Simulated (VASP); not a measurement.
# Ta2C (R-3m) in VASP: single point with r2SCAN

Aim: the single point of Ta2C with r2SCAN.

Program: VASP 6.6.1. These are calculated values, not measurements. Logs are shortened: lines on timing, memory, paths and dates and some standing lists are left out, and cuts for length are marked.

## Step 1: The cell of the first run

It takes space group R-3m (No. 166, trigonal). Conventional cell: a = 3.106 Å, b = 3.106 Å, c = 14.989 Å, α = 90.00°, β = 90.00°, γ = 120.00°. Ta (site symmetry 3m) has 3 C at 2.18 Å within 2.9 Å. C (site symmetry -3m) has 6 Ta at 2.18 Å within 2.9 Å.

## Step 2: Single point, r2SCAN

Contents of POSCAR:

```
Ta2C
1.0
    1.5529518875      0.8965971903      4.9963123736
   -1.5529518875      0.8965971903      4.9963123736
    0.0000000000     -1.7931943806      4.9963123736
Ta C
2 1
Direct
    0.7489038273      0.7489038273      0.7489038273
    0.2510961727      0.2510961727      0.2510961727
    0.0000000000      0.0000000000      0.0000000000
```

Contents of INCAR.step1:

```
PREC     = Accurate       # precision mode
ENCUT    = 520            # plane-wave cutoff, eV
ISMEAR   = 0              # smearing method
SIGMA    = 0.1            # smearing width, eV
LREAL    = F              # projectors in reciprocal space
LASPH    = T              # aspherical terms in the spheres
NELM     = 60             # most SCF steps
NBANDS   = 20             # bands
GGA      = PE             # functional
ALGO     = Normal         # electronic algorithm
EDIFF    = 1E-4           # SCF threshold, eV
LWAVE    = T              # write WAVECAR
LCHARG   = F              # write CHGCAR
```

Contents of INCAR.step2:

```
PREC     = Accurate       # precision mode
ENCUT    = 520            # plane-wave cutoff, eV
EDIFF    = 1E-6           # SCF threshold, eV
ISMEAR   = 0              # smearing method
SIGMA    = 0.1            # smearing width, eV
LREAL    = F              # projectors in reciprocal space
LASPH    = T              # aspherical terms in the spheres
NELM     = 60             # most SCF steps
ALGO     = Normal         # electronic algorithm
ISIF     = 2              # what is computed and relaxed
LWAVE    = F              # write WAVECAR
LCHARG   = F              # write CHGCAR
METAGGA  = R2SCAN         # meta-GGA
LMIXTAU  = T            
NBANDS   = 20             # bands
ISTART   = 1
```

Contents of KPOINTS:

```
regular mesh
0
Gamma
  18 18 18
```

Potentials or basis: VASP PAW PBE potentials, release 64 (Ta_pv, C).

On the command line:

```bash
$ cat potpaw_PBE.64/Ta_pv/POTCAR potpaw_PBE.64/C/POTCAR > POTCAR
$ cp INCAR.step1 INCAR
$ mpirun -np 1 vasp_std > vasp.out
$ cp INCAR.step2 INCAR
$ mpirun -np 1 vasp_std > vasp.out
```

OUTCAR:

```text
PREC = Accurate
   ENCUT = 520
   EDIFF = 1E-6
   ISMEAR = 0
   LREAL = F
   LASPH = T
   NELM = 60
   ISIF = 2
   METAGGA = R2SCAN
   ISTART = 1

 ion  position               nearest neighbor table
   1  0.749  0.749  0.749-   3 2.18   3 2.18   3 2.18   2 3.05   2 3.05   2 3.05   2 3.10   2 3.10
                             2 3.10
   2  0.251  0.251  0.251-   3 2.18   3 2.18   3 2.18   1 3.05   1 3.05   1 3.05   1 3.10   1 3.10
                             1 3.10
   3  0.000  0.000  0.000-   1 2.18   1 2.18   2 2.18   2 2.18   1 2.18   2 2.18

  LATTYP: Found a trigonal (rhomboedric) cell.
 ALAT       =     5.3083597675
 COS(alpha) =     0.8288309266

  Lattice vectors:

 A1 = (   1.5529518875,   0.8965971903,   4.9963123736)
 A2 = (  -1.5529518875,   0.8965971903,   4.9963123736)
 A3 = (   0.0000000000,  -1.7931943806,   4.9963123736)

Analysis of symmetry for initial positions (statically):
=====================================================================
 Subroutine PRICEL returns:
 Original cell was already a primitive cell.

 Routine SETGRP: Setting up the symmetry group for a
 trigonal (rhombohedral) supercell.

 Subroutine GETGRP returns: Found 12 space group operations
 (whereof 12 operations were pure point group operations)
 out of a pool of 12 trial point group operations.

The static configuration has the point symmetry D_3d.

Analysis of symmetry for dynamics (positions and initial velocities):
=====================================================================
 Subroutine PRICEL returns:
 Original cell was already a primitive cell.

 Routine SETGRP: Setting up the symmetry group for a
 trigonal (rhombohedral) supercell.

 Subroutine GETGRP returns: Found 12 space group operations
 (whereof 12 operations were pure point group operations)
 out of a pool of 12 trial point group operations.

The dynamic configuration has the point symmetry D_3d.

 Subroutine INISYM returns: Found 12 space group operations
 (whereof 12 operations are pure point group operations),
 and found     1 'primitive' translations

----------------------------------------------------------------------------------------

                                     Primitive cell

  volume of cell :      41.7404

  direct lattice vectors                    reciprocal lattice vectors
[... 79 lines left out ...]
 SYSTEM =  unknown system
   PREC   = accura    normal or accurate (medium, high low for compatibility)
   ISTART =      1    job   : 0-new  1-cont  2-samecut
   ICHARG =      0    charge: 1-file 2-atom 10-const
   ISPIN  =      1    spin polarized calculation?
   LNONCOLLINEAR =      F non collinear calculations
   LSORBIT =      F    spin-orbit coupling
   LASPH  =      T    aspherical Exc in radial PAW
   ENCUT  =  520.0 eV  38.22 Ry    6.18 a.u.   9.87  9.87  9.87*2*pi/ulx,y,z
   NELM   =     60;   NELMIN=  2; NELMDL=  0     # of ELM steps
   EDIFF  = 0.1E-05   stopping-criterion for ELM
   LREAL  =      F    real-space projection
   EDIFFG = 0.1E-04   stopping-criterion for IOM
   NSW    =      0    number of steps for IOM
   IBRION =     -1    ionic relax: 0-MD 1-quasi-New 2-CG
   NFREE  =      0    steps in history (QN), initial steepest desc. (CG)
   ISIF   =      2    stress and relaxation
   ISYM   =      2    0-nonsym 1-usesym 2-fastsym
   POTIM  = 0.5000    time-step for ionic-motion
   TEBEG  =    0.0;   TEEND  =   0.0 temperature during run
   PSTRESS=    0.0 pullay stress
   NELECT =      26.0000    total number of electrons
   NUPDOWN=      -1.0000    fix difference up-down
   EMIN   =  10.00;   EMAX   =-10.00  energy-range for DOS
   EFERMI =   0.00;   METHOD = LEGACY
   ISMEAR =     0;   SIGMA  =   0.10  broadening in eV -4-tet -1-fermi 0-gaus
   EFERMI_NEDOS =   21; number of points for ismear=-14 and -15
   IALGO  =     38    algorithm
   IMIX   =      4    mixing-type and parameters
     AMIX     =   0.40;   BMIX     =  1.00
     AMIX_MAG =   1.60;   BMIX_MAG =  1.00
  volume/ion in A,a.u.               =      13.91        93.89
  Fermi-wavevector in a.u.,A,eV,Ry     =   1.398129  2.642081 26.596184  1.954764
  Thomas-Fermi vector in A             =   2.521317
   LORBIT       =      0    0 simple, 1 ext, 2 COOP (PROOUT), +10 PAW based schemes
   METAGGA = R2SCAN    functional components
   LHFCALC =     F    Hartree Fock is set to
   AEXX    =    0.0000 exact exchange contribution
   IVDW    =     0    specifies the selected vdW correction
   LEPSILON=     F    determine dielectric tensor
   LRPA    =     F    only Hartree local field effects (RPA)
 non-spin polarized calculation
 Gauss-broadening in eV      SIGMA  =   0.10
  energy-cutoff  :      520.00
  volume of cell :       41.74
 maximum number of plane-waves:      1140
   NGX = 19   NGY = 19   NGZ = 19

 number of electron      26.0000001 magnetization

 Free energy of the ion-electron system (eV)
  ---------------------------------------------------
  ext. energy  EPLUGINS =         0.00000000
  ---------------------------------------------------
  free energy    TOTEN  =      -108.65388535 eV

  energy without entropy =     -108.64440234  energy(sigma->0) =     -108.64914385

 E-fermi :   6.5103     XC(G=0): -13.7991

 val. band max:        6.5087553707   @ k =   0.3889   0.2222   0.0000
 cond. band min:       6.5115009957   @ k =  -0.1667   0.0556  -0.0000
 fundamental gap:      0.0027456249
 Fermi energy:         6.5103210428

 k-point     1 :       0.0000    0.0000    0.0000
  band No.  band energies     occupation
      1     -29.6933      2.00000
      2     -29.0085      2.00000
      3     -29.0085      2.00000
      4     -28.9047      2.00000
      5     -28.9047      2.00000
      6     -28.8180      2.00000
[... 541 lines left out ...]
     19      12.8126      0.00000
     20      13.4395      0.00000

 [... further k-points ...]
[... 5 lines left out ...]
  --------------------------------------------------------------------------------------
  -------------------------------------------------------------------------------------
  Total        0.2375075      0.2375075      0.2193274     -0.0000000     -0.0000000      0.0000000
  in kB        9.1165741      9.1165741      8.4187445     -0.0000000     -0.0000000      0.0000000
  external PRESSURE =       8.8839642 kB  Pullay stress =       0.0000000 kB

 VOLUME and BASIS-vectors are now :
 -----------------------------------------------------------------------------
  energy-cutoff  :      520.00
  volume of cell :       41.74
      direct lattice vectors                 reciprocal lattice vectors
     1.552951887  0.896597190  4.996312374     0.321967476  0.185888009  0.066715871
    -1.552951887  0.896597190  4.996312374    -0.321967476  0.185888009  0.066715871
     0.000000000 -1.793194381  4.996312374     0.000000000 -0.371776018  0.066715871

 POSITION                                       TOTAL-FORCE (eV/Angst)
 -----------------------------------------------------------------------------------
      0.00000      0.00000     11.22527         0.000000     -0.000000      0.036380
      0.00000      0.00000      3.76366         0.000000     -0.000000     -0.036380
      0.00000      0.00000      0.00000         0.000000      0.000000      0.000000
 -----------------------------------------------------------------------------------
    total drift:                               -0.000000     -0.000000      0.000000

  FREE ENERGIE OF THE ION-ELECTRON SYSTEM (eV)
  ---------------------------------------------------
  free  energy   TOTEN  =      -108.6538853521 eV

  energy  without entropy=     -108.6444023398  energy(sigma->0) =     -108.64914385
```

Run time: 30 min. Hardware: 1 thread of Intel Xeon 6975P-C (Granite Rapids), shared host; peak memory 0.6 GiB.

What came out:

- Free energy: -108.6539 eV
- Pressure: 0.9 GPa
- Largest force: 0.036 eV/Å
- Band gap on the k mesh: zero (band 13 reaches 6.89 eV, above the bottom of band 14 at 6.02 eV)

Forces on the atoms (eV/Å):
```
Ta   0.000  0.000  0.036
Ta   0.000  0.000 -0.036
C    0.000  0.000  0.000
```

Caveat: the PAW data sets were made with another functional, which shifts forces and pressure a little; spin-orbit coupling is left out, which moves the levels of the heavy elements.
